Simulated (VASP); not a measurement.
Set up this calculation in VASP 6.6.1, as the native input.

```yaml
Task: relaxation of cell and atoms
Functional: LDA
Potentials_or_basis: VASP PAW LDA potentials, release 64 (Cu, O)
Cutoff: 600 eV
k_mesh: 9 × 9 × 8
Occupations: fermi-dirac, width 0.05 eV
Spin: no spin polarisation
Dipole_correction: no
Further_INCAR_settings: ALGO = Normal; EDIFF = 1e-06; IBRION = 2; EDIFFG = -0.01; NSW = 80; ISIF = 3
```

The structure of CuO lies in POSCAR:

```
CuO
1.0
    2.8363251100      0.0000000000      0.0000000000
   -1.4181625500      2.4563296000      0.0000000000
    0.0000000000      0.0000000000      2.7681127800
Cu O
1 1
Direct
    0.0000000000      0.0000000000      0.0000000000
    0.6666666667      0.3333333333      0.5000000000
```

The input as run:

INCAR

```
SYSTEM = CuO
  PREC = Accurate
  ENCUT = 600
  EDIFF = 1E-6
  ISMEAR = -1
  SIGMA = 0.05
  LREAL = .FALSE.
  LASPH = .TRUE.
  NELM = 80
  ALGO = Normal
  ISIF = 3
  LWAVE = .FALSE.
  LCHARG = .FALSE.
  GGA = CA
  IBRION = 2
  NSW = 80
  EDIFFG = -0.01
```

KPOINTS

```
Automatic mesh
0
G
  9 9 8
  0 0 0
```

Potentials or basis: VASP PAW LDA potentials, release 64 (Cu, O).

Command:

```console
$ cat potpaw_LDA.64/Cu/POTCAR potpaw_LDA.64/O/POTCAR > POTCAR
$ mpirun -np 1 vasp_std > vasp.out
```

It gave:

```json
{"Relaxed volume": "8.87 Å³/atom", "Relaxed cell": "a = 2.796 Å, b = 2.796 Å, c = 2.621 Å, α = 90.00°, β = 90.00°, γ = 120.00°", "Space group after relaxing (to 0.05 Å)": "P-6m2 (No. 187)", "Energy gained by relaxing": "53.1 meV/atom", "Ionic steps": "9", "Pressure after relaxing": "-0.1 GPa"}
```

Caveat: an odd number of electrons without spin polarisation forces a metal; a magnetic or distorted state may lie lower.

It took 50 s on 1 thread of Intel(R) Xeon(R) Platinum 8488C (Sapphire Rapids), with other jobs on the host, peak memory 0.14 GiB.
